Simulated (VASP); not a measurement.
# CsTl2H3 (P6/mmm) in VASP: notebook

Runs on CsTl2H3. Level: PBE. Tasks: single point, relaxation of cell and atoms.

Program: VASP 6.6.1. These are calculated values, not measurements. Logs are shortened: lines on timing, memory, paths and dates and some standing lists are left out, and cuts for length are marked.

### Step 1. The cell of the first run

The structure is hexagonal, space group P6/mmm (No. 191). The conventional cell has a = 6.273 Å, b = 6.273 Å, c = 3.800 Å, α = 90.00°, β = 90.00°, γ = 120.00°. Within 4.8 Å of Cs (site symmetry 6/mmm) lie 6 Tl at 3.62 Å and 12 H at 3.67 Å and 2 Cs at 3.80 Å. Tl (site symmetry -6m2) has 6 H at 2.62 Å and 5 Tl at 3.62 to 3.80 Å and 3 Cs at 3.62 Å within 3.9 Å. H (site symmetry mmm) has 4 Tl at 2.62 Å and 4 H at 3.14 Å within 3.5 Å.

The cell was generated, and may not be a known phase.

### Step 2. Single point, PBE

The input, INCAR:

```
SYSTEM = CsTl2H3
PREC = Accurate ; ENCUT = 520
EDIFF = 1E-6 ; ISMEAR = 0
SIGMA = 0.1 ; LREAL = .False.
LASPH = .True. ; NELM = 100
ALGO = Normal ; ISIF = 2
LWAVE = .False. ; LCHARG = .False.
GGA = PE ; NBANDS = 28
```

The input, KPOINTS:

```
regular mesh
0
Gamma
  3 3 4
  0 0 0
```

The input, POSCAR:

```
CsTl2H3
1.0
    6.2732417900      0.0000000000      0.0000000000
   -3.1366208900      5.4327867500      0.0000000000
    0.0000000000      0.0000000000      3.8004392300
Cs Tl H
1 2 3
Direct
    0.0000000000      0.0000000000      0.0000000000
    0.3333333300      0.6666666700      0.0000000000
    0.6666666700      0.3333333300      0.0000000000
    0.5000000000      0.0000000000      0.5000000000
    0.5000000000      0.5000000000      0.5000000000
    0.0000000000      0.5000000000      0.5000000000
```

Potentials or basis: VASP PAW PBE potentials, release 64 (Cs_sv, Tl_d, H).

On the command line:

```
> cat potpaw_PBE.64/Cs_sv/POTCAR potpaw_PBE.64/Tl_d/POTCAR potpaw_PBE.64/H/POTCAR > POTCAR
> mpirun -np 1 vasp_std > vasp.out
```

OUTCAR:

```text
SYSTEM = CsTl2H3
   PREC = Accurate
   ENCUT = 520
   EDIFF = 1E-6
   ISMEAR = 0
   LREAL = .False.
   LASPH = .True.
   NELM = 100
   ISIF = 2
   GGA = PE

 ion  position               nearest neighbor table
   1  0.000  0.000  0.000-   2 3.62   3 3.62   2 3.62   3 3.62   3 3.62   2 3.62
   2  0.333  0.667  0.000-   3 3.62   1 3.62   3 3.62   1 3.62   1 3.62   3 3.62
   3  0.667  0.333  0.000-   2 3.62   1 3.62   2 3.62   1 3.62   1 3.62   2 3.62
   4  0.500  0.000  0.500-
   5  0.500  0.500  0.500-
   6  0.000  0.500  0.500-

  LATTYP: Found a hexagonal cell.
 ALAT       =     6.2732417900
 C/A-ratio  =     0.6058174318

  Lattice vectors:

 A1 = (   6.2732417900,   0.0000000000,   0.0000000000)
 A2 = (  -3.1366208900,   5.4327867500,   0.0000000000)
 A3 = (   0.0000000000,   0.0000000000,   3.8004392300)

Analysis of symmetry for initial positions (statically):
=====================================================================
 Subroutine PRICEL returns:
 Original cell was already a primitive cell.

 Routine SETGRP: Setting up the symmetry group for a
 hexagonal supercell.

 Subroutine GETGRP returns: Found 24 space group operations
 (whereof 24 operations were pure point group operations)
 out of a pool of 24 trial point group operations.

The static configuration has the point symmetry D_6h.

Analysis of symmetry for dynamics (positions and initial velocities):
=====================================================================
 Subroutine PRICEL returns:
 Original cell was already a primitive cell.

 Routine SETGRP: Setting up the symmetry group for a
 hexagonal supercell.

 Subroutine GETGRP returns: Found 24 space group operations
 (whereof 24 operations were pure point group operations)
 out of a pool of 24 trial point group operations.

The dynamic configuration has the point symmetry D_6h.

 Subroutine INISYM returns: Found 24 space group operations
 (whereof 24 operations are pure point group operations),
 and found     1 'primitive' translations

----------------------------------------------------------------------------------------

                                     Primitive cell

  volume of cell :     129.5235

  direct lattice vectors                    reciprocal lattice vectors
     6.273241790  0.000000000  0.000000000     0.159407215  0.092033798  0.000000000
    -3.136620890  5.432786750  0.000000000     0.000000000  0.184067597  0.000000000
     0.000000000  0.000000000  3.800439230     0.000000000  0.000000000  0.263127481

  length of vectors
     6.273241790  6.273241784  3.800439230     0.184067596  0.184067597  0.263127481

  position of ions in fractional coordinates (direct lattice)
     0.000000000  0.000000000  0.000000000
     0.333333330  0.666666670  0.000000000
     0.666666670  0.333333330  0.000000000
     0.500000000  0.000000000  0.500000000
     0.500000000  0.500000000  0.500000000
     0.000000000  0.500000000  0.500000000

  ion indices of the primitive-cell ions
   primitive index   ion index
                 1           1
                 2           2
                 3           3
                 4           4
                 5           5
                 6           6

----------------------------------------------------------------------------------------

 KPOINTS: regular mesh

Automatic generation of k-mesh.
 Grid dimensions read from file:
 generate k-points for:    3    3    4

 Generating k-lattice:

  Cartesian coordinates                     Fractional coordinates (reciprocal lattice)
     0.053135738  0.030677933  0.000000000     0.333333333  0.000000000  0.000000000
     0.000000000  0.061355866  0.000000000     0.000000000  0.333333333  0.000000000
     0.000000000  0.000000000  0.065781870     0.000000000  0.000000000  0.250000000

  Length of vectors
     0.061355865  0.061355866  0.065781870

  Shift w.r.t. Gamma in fractional coordinates (k-lattice)
     0.000000000  0.000000000  0.000000000

 Subroutine IBZKPT returns following result:
 ===========================================

 Found      9 irreducible k-points:

 Following reciprocal coordinates:
            Coordinates               Weight
  0.000000  0.000000  0.000000      1.000000
  0.333333 -0.000000  0.000000      6.000000
  0.333333  0.333333  0.000000      2.000000
  0.000000  0.000000  0.250000      2.000000
  0.333333 -0.000000  0.250000     12.000000
  0.333333  0.333333  0.250000      4.000000
  0.000000  0.000000  0.500000      1.000000
  0.333333 -0.000000  0.500000      6.000000
  0.333333  0.333333  0.500000      2.000000
   k-points           NKPTS =      9   k-points in BZ     NKDIM =      9   number of bands    NBANDS=     28
   number of dos      NEDOS =    301   number of ions     NIONS =      6
   total plane-waves  NPLWV =  64512
   dimension x,y,z NGX =    48 NGY =   48 NGZ =   28
   dimension x,y,z NGXF=    96 NGYF=   96 NGZF=   56
   ions per type =               1   2   3
   NGX,Y,Z   is equivalent  to a cutoff of  12.72, 12.72, 12.25 a.u.
   NGXF,Y,Z  is equivalent  to a cutoff of  25.44, 25.44, 24.50 a.u.
 SYSTEM =  CsTl2H3
   PREC   = accura    normal or accurate (medium, high low for compatibility)
   ISTART =      0    job   : 0-new  1-cont  2-samecut
   ICHARG =      2    charge: 1-file 2-atom 10-const
   ISPIN  =      1    spin polarized calculation?
   LNONCOLLINEAR =      F non collinear calculations
   LSORBIT =      F    spin-orbit coupling
   LASPH  =      T    aspherical Exc in radial PAW
   ENCUT  =  520.0 eV  38.22 Ry    6.18 a.u.  11.66 11.66  7.07*2*pi/ulx,y,z
   NELM   =    100;   NELMIN=  2; NELMDL= -5     # of ELM steps
   EDIFF  = 0.1E-05   stopping-criterion for ELM
   LREAL  =      F    real-space projection
   EDIFFG = 0.1E-04   stopping-criterion for IOM
   NSW    =      0    number of steps for IOM
   IBRION =     -1    ionic relax: 0-MD 1-quasi-New 2-CG
   NFREE  =      0    steps in history (QN), initial steepest desc. (CG)
   ISIF   =      2    stress and relaxation
   ISYM   =      2    0-nonsym 1-usesym 2-fastsym
   POTIM  = 0.5000    time-step for ionic-motion
   TEBEG  =    0.0;   TEEND  =   0.0 temperature during run
   PSTRESS=    0.0 pullay stress
   NELECT =      38.0000    total number of electrons
   NUPDOWN=      -1.0000    fix difference up-down
   EMIN   =  10.00;   EMAX   =-10.00  energy-range for DOS
   EFERMI =   0.00;   METHOD = LEGACY
   ISMEAR =     0;   SIGMA  =   0.10  broadening in eV -4-tet -1-fermi 0-gaus
   EFERMI_NEDOS =   21; number of points for ismear=-14 and -15
   IALGO  =     38    algorithm
   IMIX   =      4    mixing-type and parameters
     AMIX     =   0.40;   BMIX     =  1.00
     AMIX_MAG =   1.60;   BMIX_MAG =  1.00
  volume/ion in A,a.u.               =      21.59       145.68
  Fermi-wavevector in a.u.,A,eV,Ry     =   1.087810  2.055664 16.100202  1.183331
  Thomas-Fermi vector in A             =   2.223978
   LORBIT       =      0    0 simple, 1 ext, 2 COOP (PROOUT), +10 PAW based schemes
   GGA     = PE    functional components
   LHFCALC =     F    Hartree Fock is set to
   AEXX    =    0.0000 exact exchange contribution
   IVDW    =     0    specifies the selected vdW correction
   LEPSILON=     F    determine dielectric tensor
   LRPA    =     F    only Hartree local field effects (RPA)
 non-spin polarized calculation
 Gauss-broadening in eV      SIGMA  =   0.10
  energy-cutoff  :      520.00
  volume of cell :      129.52
 maximum number of plane-waves:      3501
 NGX is ok and might be reduce to    48
   NGX = 23   NGY = 23   NGZ = 15

 number of electron      38.0000007 magnetization

 Free energy of the ion-electron system (eV)
  ---------------------------------------------------
  ext. energy  EPLUGINS =         0.00000000
  ---------------------------------------------------
  free energy    TOTEN  =       -13.51250597 eV

  energy without entropy =      -13.50175582  energy(sigma->0) =      -13.50713089

 E-fermi :   3.9187     XC(G=0):  -8.8183

 val. band max:        3.5185210387   @ k =   0.0000   0.0000   0.5000
 cond. band min:       3.9230840796   @ k =   0.3333  -0.0000   0.0000
 fundamental gap:      0.4045630408
 Fermi energy:         3.9186980633

 k-point     1 :       0.0000    0.0000    0.0000
  band No.  band energies     occupation
      1     -19.6411      2.00000
      2      -7.9100      2.00000
      3      -7.9100      2.00000
      4      -7.8680      2.00000
      5      -7.8680      2.00000
      6      -7.8410      2.00000
[... 20 lines left out ...]
     27       9.8325      0.00000
     28       9.8325      0.00000

 k-point     2 :       0.3333   -0.0000    0.0000
  band No.  band energies     occupation
      1     -19.6395      2.00000
      2      -7.9782      2.00000
      3      -7.9657      2.00000
      4      -7.8568      2.00000
      5      -7.7325      2.00000
      6      -7.7302      2.00000
[... 20 lines left out ...]
     27       9.7723      0.00000
     28       9.8240      0.00000

 k-point     3 :       0.3333    0.3333    0.0000
  band No.  band energies     occupation
      1     -19.6387      2.00000
      2      -7.9639      2.00000
      3      -7.8701      2.00000
      4      -7.8701      2.00000
      5      -7.7684      2.00000
      6      -7.7684      2.00000
[... 20 lines left out ...]
     27       9.3002      0.00000
     28       9.3002      0.00000

 k-point     4 :       0.0000    0.0000    0.2500
  band No.  band energies     occupation
      1     -19.5638      2.00000
      2      -7.8908      2.00000
      3      -7.8908      2.00000
      4      -7.8588      2.00000
      5      -7.8588      2.00000
      6      -7.7475      2.00000
[... 113 lines left out ...]
     27      10.5538      0.00000
     28      11.3739      0.00000

 k-point     8 :       0.3333   -0.0000    0.5000
  band No.  band energies     occupation
      1     -19.4823      2.00000
      2      -7.9459      2.00000
      3      -7.9255      2.00000
      4      -7.8202      2.00000
      5      -7.8058      2.00000
      6      -7.7872      2.00000
[... 20 lines left out ...]
     27       9.2562      0.00000
     28      10.3009      0.00000

 k-point     9 :       0.3333    0.3333    0.5000
  band No.  band energies     occupation
      1     -19.4817      2.00000
      2      -7.9368      2.00000
      3      -7.8668      2.00000
      4      -7.8389      2.00000
      5      -7.8389      2.00000
      6      -7.7374      2.00000
[... 20 lines left out ...]
     27       8.8047      0.00000
     28       9.6138      0.00000

------------------------ aborting loop because EDIFF is reached ----------------------------------------

  FORCE on cell =-STRESS in cart. coord.  units (eV):
  Direction    XX          YY          ZZ          XY          YZ          ZX
  --------------------------------------------------------------------------------------
  -------------------------------------------------------------------------------------
  Total        1.4375176      1.4375176     -1.0712682      0.0000000     -0.0000000      0.0000000
  in kB       17.7817821     17.7817821    -13.2513561      0.0000000     -0.0000000      0.0000000
  external PRESSURE =       7.4374027 kB  Pullay stress =       0.0000000 kB

 VOLUME and BASIS-vectors are now :
 -----------------------------------------------------------------------------
  energy-cutoff  :      520.00
  volume of cell :      129.52
      direct lattice vectors                 reciprocal lattice vectors
     6.273241790  0.000000000  0.000000000     0.159407215  0.092033798  0.000000000
    -3.136620890  5.432786750  0.000000000     0.000000000  0.184067597  0.000000000
     0.000000000  0.000000000  3.800439230     0.000000000  0.000000000  0.263127481

 POSITION                                       TOTAL-FORCE (eV/Angst)
 -----------------------------------------------------------------------------------
      0.00000      0.00000      0.00000         0.000000      0.000000      0.000000
     -0.00000      3.62186      0.00000        -0.000000      0.000000      0.000000
      3.13662      1.81093      0.00000         0.000000     -0.000000      0.000000
      3.13662      0.00000      1.90022         0.000000      0.000000      0.000000
      1.56831      2.71639      1.90022         0.000000      0.000000      0.000000
     -1.56831      2.71639      1.90022         0.000000      0.000000      0.000000
 -----------------------------------------------------------------------------------
    total drift:                               -0.000000      0.000000     -0.000000

  FREE ENERGIE OF THE ION-ELECTRON SYSTEM (eV)
  ---------------------------------------------------
  free  energy   TOTEN  =       -13.5125059674 eV

  energy  without entropy=      -13.5017558222  energy(sigma->0) =      -13.50713089
```

Run time: 47 s. Hardware: 1 thread of Intel Xeon Platinum 8375C at 2.90GHz (Ice Lake), shared host; peak memory 0.25 GiB.

What came out:

* Free energy: -13.5125 eV
* Pressure: 0.7 GPa
* Band gap on the k mesh: zero (bands 19 and 20 overlap by 1.12 eV)

Caveat: the k points lie up to 0.41 Å⁻¹ apart, too coarse for converged energies and pressures of a metal; spin-orbit coupling is left out, which moves the levels of the heavy elements.

### Step 3. Single point, PBE

This run uses another cell than the first one, of 23.29 Å³/atom.

The input, INCAR:

```
SYSTEM = CsTl2H3
PREC = Accurate
ENCUT = 520
EDIFF = 1E-6
ISMEAR = 0
SIGMA = 0.1
LREAL = .FALSE.
LASPH = .TRUE.
NELM = 80
ALGO = Normal
ISIF = 2
LWAVE = .FALSE.
LCHARG = .TRUE.
GGA = PE
LELF = .TRUE.
LVHAR = .TRUE.
NBANDS = 28
```

The input, KPOINTS:

```
Automatic mesh
0
G
  9 9 10
  0 0 0
```

The input, POSCAR:

```
CsTl2H3
1.0
    6.6192508897     -0.0000000030      0.0000000000
   -3.3096254422      5.7324394260      0.0000000000
    0.0000000000      0.0000000000      3.6834708538
Cs Tl H
1 2 3
Direct
    0.0000000000      0.0000000000      0.0000000000
    0.3333333333      0.6666666667      0.0000000000
    0.6666666667      0.3333333333      0.0000000000
    0.5000000000      0.0000000000      0.5000000000
    0.5000000000      0.5000000000      0.5000000000
    0.0000000000      0.5000000000      0.5000000000
```

Potentials or basis: VASP PAW PBE potentials, release 64 (Cs_sv, Tl_d, H).

On the command line:

```
> cat potpaw_PBE.64/Cs_sv/POTCAR potpaw_PBE.64/Tl_d/POTCAR potpaw_PBE.64/H/POTCAR > POTCAR
> mpirun -np 1 vasp_std > vasp.out
```

Run time: 6.3 min. Hardware: 1 thread of Intel Xeon Platinum 8375C at 2.90GHz (Ice Lake), shared host; peak memory 0.42 GiB.

The run converged. Its results:

- Free energy: -13.5291 eV
- Pressure: 0.0 GPa
- Band gap on the k mesh: zero (bands 19 and 20 overlap by 0.97 eV)

Levels at points of the mesh, in eV from the Fermi level:
```
           k point  band 16  band 17  band 18  band 19  band 20  band 21  band 22  band 23
(0.00, 0.00, 0.00)    -5.78    -3.86    -3.86     0.54     1.57     1.57     2.04     3.14
(0.00, 0.00, 0.50)    -4.64    -4.28    -1.77    -1.77    -0.08    -0.08     0.26     1.29
```

Caveat: spin-orbit coupling is left out, which moves the levels of the heavy elements.

[end of part 1 of 2]

The gap in the log of VASP goes by the Fermi energy; the results here count the filled bands.